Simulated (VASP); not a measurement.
BP: single point with LDA

The system is BP.

```xyz
2
Lattice="0.0000 2.2289 2.2289 2.2289 0.0000 2.2289 2.2289 2.2289 0.0000" Properties=species:S:1:pos:R:3 pbc="T T T"
B     0.0000    0.0000    0.0000
P     3.3434    3.3434    3.3434
```

| Item | Value |
| --- | --- |
| Program | VASP 6.6.1 |
| Task | single point |
| Functional | LDA |
| Potentials or basis | VASP PAW LDA potentials, release 64 (B, P) |
| Cutoff | 500 eV |
| k mesh | 10 × 10 × 10 |
| Occupations | gaussian, width 0.01 eV |
| Spin | no spin polarisation |

```json
{"Pressure": "3.9 GPa", "Band gap on the k mesh": "1.12 eV, indirect (least direct gap 3.47 eV)"}
```

Levels at points of the mesh, in eV from the valence-band top:
| k point | band 1 | band 2 | band 3 | band 4 | band 5 | band 6 | band 7 | band 8 |
| --- | --- | --- | --- | --- | --- | --- | --- | --- |
| (0.00, 0.00, 0.00) | -15.87 | 0.00 | 0.00 | 0.00 | 3.47 | 3.47 | 3.47 | 8.20 |
| (0.50, 0.00, 0.00) | -12.33 | -9.40 | -1.81 | -1.81 | 4.11 | 4.72 | 4.72 | 10.11 |
| (0.50, 0.50, 0.00) | -10.76 | -8.76 | -4.30 | -4.30 | 1.20 | 1.51 | 12.50 | 12.50 |

Run time: 10 s on 1 thread of AMD EPYC 7R43 64-Core Processor (Zen 3) (shared host), peak memory 0.09 GiB.

A k mesh can miss the band edges. As with any semilocal functional, this LDA gap is likely too small.
